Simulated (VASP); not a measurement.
# NiO in VASP: notebook

Runs on NiO. Level: PBE. Tasks: single point.

Everything below comes from runs of VASP 6.6.1. Logs are shortened: lines on timing, memory, paths and dates and some standing lists are left out, and cuts for length are marked.

### 1 The cell of the first run

Symmetry: F-43m, No. 216, cubic system. The conventional cell has a = 4.511 Å, b = 4.511 Å, c = 4.511 Å, α = 90.00°, β = 90.00°, γ = 90.00°. Within 2.6 Å of Ni (site symmetry -43m) lie 4 O at 1.95 Å. Within 2.6 Å of O (site symmetry -43m) lie 4 Ni at 1.95 Å.

### 2 Single point, PBE, collinear spin, ferromagnetic start (11.47 Å³/atom)

File INCAR:

```
SYSTEM = NiO
PREC = Accurate
ENCUT = 520
EDIFF = 1E-6
ISMEAR = -1
SIGMA = 0.05
LREAL = .False.
LASPH = .True.
NELM = 150
ALGO = Normal
ISIF = 2
LWAVE = .False.
LCHARG = .False.
ISPIN = 2
MAGMOM = 1 0
LORBIT = 11
LMAXMIX = 4
GGA = PE
NBANDS = 19
```

File KPOINTS:

```
Automatic mesh
0
Gamma
  10 10 10
  0 0 0
```

File POSCAR:

```
NiO
1.0
    0.0000000000      2.2554690417      2.2554690417
    2.2554690417      0.0000000000      2.2554690417
    2.2554690417      2.2554690417      0.0000000000
Ni O
1 1
Direct
    0.0000000000      0.0000000000      0.0000000000
    0.7500000000      0.7500000000      0.7500000000
```

Potentials or basis: VASP PAW PBE potentials, release 64 (Ni, O).

Command:

```console
> cat potpaw_PBE.64/Ni/POTCAR potpaw_PBE.64/O/POTCAR > POTCAR
> mpirun -np 1 vasp_std > vasp.out
```

OUTCAR:

```text
SYSTEM = NiO
   PREC = Accurate
   ENCUT = 520
   EDIFF = 1E-6
   ISMEAR = -1
   LREAL = .False.
   LASPH = .True.
   NELM = 150
   ISIF = 2
   ISPIN = 2
   LORBIT = 11
   GGA = PE

 ion  position               nearest neighbor table
   1  0.000  0.000  0.000-   2 1.95   2 1.95   2 1.95   2 1.95
   2  0.750  0.750  0.750-   1 1.95   1 1.95   1 1.95   1 1.95

  LATTYP: Found a face centered cubic cell.
 ALAT       =     4.5109380834

  Lattice vectors:

 A1 = (   0.0000000000,   2.2554690417,   2.2554690417)
 A2 = (   2.2554690417,   0.0000000000,   2.2554690417)
 A3 = (   2.2554690417,   2.2554690417,   0.0000000000)

Analysis of symmetry for initial positions (statically):
=====================================================================
 Subroutine PRICEL returns:
 Original cell was already a primitive cell.

 Routine SETGRP: Setting up the symmetry group for a
 face centered cubic supercell.

 Subroutine GETGRP returns: Found 24 space group operations
 (whereof 24 operations were pure point group operations)
 out of a pool of 48 trial point group operations.

The static configuration has the point symmetry T_d .

Analysis of symmetry for dynamics (positions and initial velocities):
=====================================================================
 Subroutine PRICEL returns:
 Original cell was already a primitive cell.

 Routine SETGRP: Setting up the symmetry group for a
 face centered cubic supercell.

 Subroutine GETGRP returns: Found 24 space group operations
 (whereof 24 operations were pure point group operations)
 out of a pool of 48 trial point group operations.

The dynamic configuration has the point symmetry T_d .

Analysis of structural, dynamic, and magnetic symmetry:
=====================================================================
 Subroutine PRICEL returns:
 Original cell was already a primitive cell.

 Routine SETGRP: Setting up the symmetry group for a
 face centered cubic supercell.

 Subroutine GETGRP returns: Found 24 space group operations
 (whereof 24 operations were pure point group operations)
 out of a pool of 48 trial point group operations.

The overall configuration has the point symmetry T_d .

 Subroutine INISYM returns: Found 24 space group operations
 (whereof 24 operations are pure point group operations),
 and found     1 'primitive' translations

----------------------------------------------------------------------------------------

                                     Primitive cell

  volume of cell :      22.9478

  direct lattice vectors                    reciprocal lattice vectors
[... 105 lines left out ...]
   IMIX   =      4    mixing-type and parameters
     AMIX     =   0.40;   BMIX     =  1.00
     AMIX_MAG =   1.60;   BMIX_MAG =  1.00
  volume/ion in A,a.u.               =      11.47        77.43
  Fermi-wavevector in a.u.,A,eV,Ry     =   1.451670  2.743259 28.672187  2.107346
  Thomas-Fermi vector in A             =   2.569141
   LORBIT       =     11    0 simple, 1 ext, 2 COOP (PROOUT), +10 PAW based schemes
   GGA     = PE    functional components
   LHFCALC =     F    Hartree Fock is set to
   AEXX    =    0.0000 exact exchange contribution
   IVDW    =     0    specifies the selected vdW correction
   LEPSILON=     F    determine dielectric tensor
   LRPA    =     F    only Hartree local field effects (RPA)
 spin polarized calculation
  energy-cutoff  :      520.00
  volume of cell :       22.95
 maximum number of plane-waves:       636
   NGX = 11   NGY = 11   NGZ = 11

 number of electron      16.0000004 magnetization       1.9370511

 Free energy of the ion-electron system (eV)
  ---------------------------------------------------
  ext. energy  EPLUGINS =         0.00000000
  ---------------------------------------------------
  free energy    TOTEN  =       -11.59920899 eV

  energy without entropy =      -11.58385156  energy(sigma->0) =      -11.59153027

 E-fermi :   5.3600     XC(G=0): -11.1260

 val. band max:        5.3293336520   @ k =  -0.3000   0.3000   0.1000
 cond. band min:       5.3655918054   @ k =   0.5000   0.4000   0.0000
 fundamental gap:      0.0362581534
 Fermi energy:         5.3600049623

 spin component 1

 k-point     1 :       0.0000    0.0000    0.0000
  band No.  band energies     occupation
      1     -14.4485      1.00000
      2      -0.5122      1.00000
      3      -0.5122      1.00000
      4      -0.5122      1.00000
      5       2.9585      1.00000
      6       2.9585      1.00000
[... 517 lines left out ...]
     18      33.9854      0.00000
     19      34.4363      0.00000

 [... further k-points ...]

 spin component 2

 k-point     1 :       0.0000    0.0000    0.0000
  band No.  band energies     occupation
      1     -13.8372      1.00000
      2       0.5075      1.00000
      3       0.5075      1.00000
      4       0.5075      1.00000
      5       4.0249      1.00000
      6       4.0249      1.00000
[... 517 lines left out ...]
     18      34.2847      0.00000
     19      34.7450      0.00000

 [... further k-points ...]
[... 5 lines left out ...]
  --------------------------------------------------------------------------------------
  -------------------------------------------------------------------------------------
  Total       -0.3456589     -0.3456589     -0.3456589     -0.0000000     -0.0000000      0.0000000
  in kB      -24.1333562    -24.1333562    -24.1333562     -0.0000000     -0.0000000      0.0000000
  external PRESSURE =     -24.1333562 kB  Pullay stress =       0.0000000 kB

 VOLUME and BASIS-vectors are now :
 -----------------------------------------------------------------------------
  energy-cutoff  :      520.00
  volume of cell :       22.95
      direct lattice vectors                 reciprocal lattice vectors
     0.000000000  2.255469042  2.255469042    -0.221683380  0.221683380  0.221683380
     2.255469042  0.000000000  2.255469042     0.221683380 -0.221683380  0.221683380
     2.255469042  2.255469042  0.000000000     0.221683380  0.221683380 -0.221683380

 POSITION                                       TOTAL-FORCE (eV/Angst)
 -----------------------------------------------------------------------------------
      0.00000      0.00000      0.00000         0.000000      0.000000      0.000000
      3.38320      3.38320      3.38320        -0.000000     -0.000000     -0.000000
 -----------------------------------------------------------------------------------
    total drift:                               -0.000001     -0.000001     -0.000001

  FREE ENERGIE OF THE ION-ELECTRON SYSTEM (eV)
  ---------------------------------------------------
  free  energy   TOTEN  =       -11.5992089881 eV

  energy  without entropy=      -11.5838515563  energy(sigma->0) =      -11.59153027

 total charge

# of ion       s       p       d       tot
------------------------------------------
    1        0.373   0.461   8.229   9.062
    2        1.556   3.408   0.000   4.964
--------------------------------------------------
tot          1.928   3.869   8.229  14.026

 magnetization (x)

# of ion       s       p       d       tot
------------------------------------------
    1        0.003   0.038   1.472   1.513
    2        0.016   0.349   0.000   0.366
--------------------------------------------------
tot          0.020   0.387   1.472   1.879
```

OSZICAR:

```text
N       E                     dE             d eps       ncg     rms          rms(c)
DAV:   1     0.911828250549E+02    0.91183E+02   -0.69669E+03  3716   0.973E+02
DAV:   2    -0.803950583420E+01   -0.99222E+02   -0.86031E+02  3679   0.234E+02
DAV:   3    -0.142751171091E+02   -0.62356E+01   -0.59024E+01  4152   0.604E+01
DAV:   4    -0.143425241664E+02   -0.67407E-01   -0.67339E-01  3929   0.609E+00
DAV:   5    -0.143437833053E+02   -0.12591E-02   -0.12590E-02  3992   0.855E-01    0.173E+01
DAV:   6    -0.139263370897E+02    0.41745E+00   -0.21515E+01  4179   0.730E+01    0.237E+01
DAV:   7    -0.116323279644E+02    0.22940E+01   -0.10284E+01  4145   0.611E+01    0.691E+00
DAV:   8    -0.116086154863E+02    0.23712E-01   -0.34060E-01  4368   0.679E+00    0.353E+00
DAV:   9    -0.115977391055E+02    0.10876E-01   -0.78528E-02  4969   0.432E+00    0.140E+00
DAV:  10    -0.116005594350E+02   -0.28203E-02   -0.10893E-02  4496   0.150E+00    0.526E-01
DAV:  11    -0.115991016235E+02    0.14578E-02   -0.81028E-03  4677   0.158E+00    0.145E-01
DAV:  12    -0.115991865308E+02   -0.84907E-04   -0.91663E-04  3871   0.297E-01    0.570E-02
DAV:  13    -0.115992027355E+02   -0.16205E-04   -0.15419E-04  4319   0.116E-01    0.329E-02
DAV:  14    -0.115992070594E+02   -0.43239E-05   -0.29182E-05  4367   0.710E-02    0.146E-02
DAV:  15    -0.115992095087E+02   -0.24493E-05   -0.72111E-06  3941   0.236E-02    0.152E-02
DAV:  16    -0.115992089881E+02    0.52061E-06   -0.24558E-06  2532   0.263E-02
   1 F= -.11599209E+02 E0= -.11591530E+02  d E =-.153574E-01  mag=     1.9370
```

stdout:

```text
POSCAR found type information on POSCAR NiO
 POSCAR found :  2 types and       2 ions
 scaLAPACK will be used
 LDA part: xc-table for (Slater+PW92), standard interpolation
 POSCAR, INCAR and KPOINTS ok, starting setup
 FFT: planning ... GRIDC
 FFT: planning ... GRID_SOFT
 FFT: planning ... GRID
 WAVECAR not read
 entering main loop
```

Wall time 15 s (1 thread of Intel Xeon 6975P-C (Granite Rapids), shared host); peak memory 0.16 GiB.

Results:

```
Free energy                                           : -11.5992 eV
Pressure                                              : -2.4 GPa
Net moment                                            : 1.94 μB per cell
Site moments                                          : Ni +1.51; O +0.37 μB
Valence electrons inside the program's atomic spheres : Ni 9.06; O 4.96
```

Caveat: a cell with one magnetic atom can't hold antiferromagnetic order, which such compounds often take; semilocal functionals often make such compounds metallic where correlation or magnetic order opens a gap, which also shifts bond lengths. With open d or f shells a metallic result of PBE can be an artefact of self-interaction; +U or a hybrid may open a gap.

### 3 Single point, PBE, collinear spin, ferromagnetic start (11.70 Å³/atom)

This run uses another cell than the first one, of 11.70 Å³/atom.

File INCAR:

```
PREC = Accurate ; ENCUT = 520
EDIFF = 1E-6 ; ISMEAR = -1
SIGMA = 0.05 ; LREAL = F
LASPH = T ; NELM = 150
ALGO = Normal ; ISIF = 2
LWAVE = F ; LCHARG = F
ISPIN = 2 ; MAGMOM = 1 0
LORBIT = 11 ; LMAXMIX = 4
GGA = PE ; NBANDS = 19
```

File KPOINTS:

```
Automatic mesh
0
Gamma
  10 10 10
```

File POSCAR:

```
NiO
1.0
    0.0000000000      2.2701153550      2.2701153550
    2.2701153550      0.0000000000      2.2701153550
    2.2701153550      2.2701153550      0.0000000000
Ni O
1 1
Direct
    0.0000000000      0.0000000000      0.0000000000
    0.7500000000      0.7500000000      0.7500000000
```

Potentials or basis: VASP PAW PBE potentials, release 64 (Ni, O).

Command:

```console
> cat potpaw_PBE.64/Ni/POTCAR potpaw_PBE.64/O/POTCAR > POTCAR
> mpirun -np 1 vasp_std > vasp.out
```

Run time: 17 s. Hardware: 1 thread of Intel Xeon 6975P-C (Granite Rapids), shared host; peak memory 0.16 GiB.

It converged, with:

```
Free energy                                           : -11.5891 eV
Pressure                                              : -4.9 GPa
Net moment                                            : 1.96 μB per cell
Site moments                                          : Ni +1.53; O +0.37 μB
Valence electrons inside the program's atomic spheres : Ni 9.03; O 4.96
```

Levels at points of the mesh, in eV from the Fermi level:
Spin up:
```csv
k point,band 7,band 8,band 9,band 10,band 11,band 12
"(0.00, 0.00, 0.00)",0.07,0.07,0.07,0.38,14.00,14.00
"(0.50, 0.00, 0.00)",-2.33,-0.70,-0.70,5.69,7.15,13.53
"(0.50, 0.50, 0.00)",-1.86,-1.86,-1.74,5.31,9.58,11.04
```
Spin down:
| k point | band 5 | band 6 | band 7 | band 8 | band 9 | band 10 |
| --- | --- | --- | --- | --- | --- | --- |
| (0.00, 0.00, 0.00) | -1.31 | -1.31 | 0.69 | 1.70 | 1.70 | 1.70 |
| (0.50, 0.00, 0.00) | -1.11 | -1.11 | -0.69 | 0.84 | 0.84 | 6.01 |
| (0.50, 0.50, 0.00) | -1.40 | -1.02 | -0.72 | -0.07 | -0.07 | 5.77 |

Caveat: the cell stands under tension; a cell with one magnetic atom can't hold antiferromagnetic order, which such compounds often take; semilocal functionals often make such compounds metallic where correlation or magnetic order opens a gap, which also shifts bond lengths.

### 4 Single point, PBE, collinear spin, ferromagnetic start (atoms moved at random)

File INCAR:

```
SYSTEM = NiO
ALGO = Normal
EDIFF = 1E-7
ENCUT = 520
GGA = PE
ISIF = 2
ISMEAR = -1
ISPIN = 2
LASPH = .TRUE.
LCHARG = .FALSE.
LMAXMIX = 4
LORBIT = 11
LREAL = .FALSE.
LWAVE = .FALSE.
MAGMOM = 1 0
NBANDS = 19
NELM = 150
PREC = Accurate
SIGMA = 0.05
```

File KPOINTS:

```
k-points
0
G
  10 10 10
  0 0 0
```

File POSCAR:

```
NiO
1.0
    0.0000000000      2.2406300000      2.2406300000
    2.2406300000      0.0000000000      2.2406300000
    2.2406300000      2.2406300000      0.0000000000
Ni O
1 1
Direct
    0.0053970000      0.0005760000     -0.0034920000
    0.7512850000      0.7300490000      0.7561730000
```

Command:

```console
> cat potpaw_PBE.64/Ni/POTCAR potpaw_PBE.64/O/POTCAR > POTCAR
> mpirun -np 1 vasp_std > vasp.out
```

Run time: 2.6 min. Hardware: 1 thread of Intel Xeon 6975P-C (Granite Rapids), shared host; peak memory 0.4 GiB.

It converged, with:

| Quantity | Value |
| --- | --- |
| Free energy | -11.5875 eV |
| Pressure | 0.5 GPa |
| Largest force | 0.484 eV/Å |
| Net moment | 1.90 μB per cell |
| Site moments | Ni +1.49; O +0.36 μB |
| Valence electrons inside the program's atomic spheres | Ni 9.11; O 4.97 |

Forces in eV/Å, atoms in the order of the input:
```
Ni  -0.206  0.141 -0.415
O    0.206 -0.141  0.415
```

Stress tensor (GPa, compression positive):
```
 0.63 -2.94  0.91
-2.94  0.69 -1.41
 0.91 -1.41  0.32
```

Levels at points of the mesh, in eV from the Fermi level:
Spin up:
```tsv
k point	band 6	band 7	band 8	band 9	band 10	band 11	band 12	band 13
(0.00, 0.00, 0.00)	-2.41	0.05	0.12	0.24	0.55	14.28	14.29	14.33
(0.50, 0.00, 0.00)	-2.38	-2.32	-0.73	-0.62	5.88	7.33	13.58	14.06
(0.00, 0.50, 0.00)	-2.40	-2.37	-0.84	-0.77	5.88	7.43	13.74	13.98
(0.00, 0.00, 0.50)	-2.37	-2.29	-0.62	-0.53	5.87	7.26	13.56	13.99
(0.50, 0.50, 0.50)	-2.36	-2.29	-0.57	-0.50	5.87	7.23	13.57	13.94
(0.50, 0.50, 0.00)	-2.15	-1.97	-1.74	-1.72	5.40	9.96	11.18	14.49
(0.00, 0.50, 0.50)	-2.16	-1.90	-1.79	-1.73	5.39	9.96	11.16	14.53
(0.50, 0.00, 0.50)	-2.16	-1.87	-1.81	-1.73	5.39	9.96	11.15	14.54
```
Spin down:
| k point | band 4 | band 5 | band 6 | band 7 | band 8 | band 9 | band 10 | band 11 |
| --- | --- | --- | --- | --- | --- | --- | --- | --- |
| (0.00, 0.00, 0.00) | -4.82 | -1.36 | -1.36 | 0.72 | 1.66 | 1.77 | 1.88 | 14.54 |
| (0.50, 0.00, 0.00) | -4.68 | -1.23 | -1.09 | -0.77 | 0.77 | 0.88 | 6.18 | 7.84 |
| (0.00, 0.50, 0.00) | -4.57 | -1.19 | -1.11 | -0.91 | 0.65 | 0.71 | 6.19 | 7.94 |
| (0.00, 0.00, 0.50) | -4.78 | -1.22 | -1.10 | -0.67 | 0.89 | 0.98 | 6.19 | 7.76 |
| (0.50, 0.50, 0.50) | -4.83 | -1.21 | -1.11 | -0.64 | 0.94 | 1.02 | 6.19 | 7.73 |
| (0.50, 0.50, 0.00) | -4.23 | -1.55 | -1.05 | -0.71 | -0.18 | -0.01 | 5.87 | 10.60 |
| (0.00, 0.50, 0.50) | -4.32 | -1.53 | -1.05 | -0.72 | -0.14 | -0.06 | 5.86 | 10.59 |
| (0.50, 0.00, 0.50) | -4.35 | -1.53 | -1.05 | -0.72 | -0.13 | -0.07 | 5.86 | 10.59 |

Caveat: the cell differs from its parent crystal (atoms moved at random); a cell with one magnetic atom can't hold antiferromagnetic order, which such compounds often take; semilocal functionals often make such compounds metallic where correlation or magnetic order opens a gap, which also shifts bond lengths.

### 5 Summary

```csv
cell,gap on the mesh (eV),pressure (GPa),moment (μB)
"a = 3.190 Å, angles 60.0°, 2 atoms, atomic positions A",none,-2.4,1.94
"a = 3.210 Å, angles 60.0°, 2 atoms, atomic positions A",none,-4.9,1.96
"a = 3.169 Å, angles 60.0°, 2 atoms, atomic positions B",none,0.5,1.90
```

Alike in all rows: task single point; level PBE; potentials or basis VASP PAW PBE potentials, release 64 (Ni, O); spin collinear, ferromagnetic start; k mesh 10 × 10 × 10; cutoff (eV) 520; smearing fermi-dirac 0.05 eV.

Caveats: a cell with one magnetic atom can't hold antiferromagnetic order, which such compounds often take; semilocal functionals often make such compounds metallic where correlation or magnetic order opens a gap, which also shifts bond lengths; the cell stands under tension (at least some runs).

Total energies depend on the potentials used, so only differences within one code and one set of settings carry meaning.
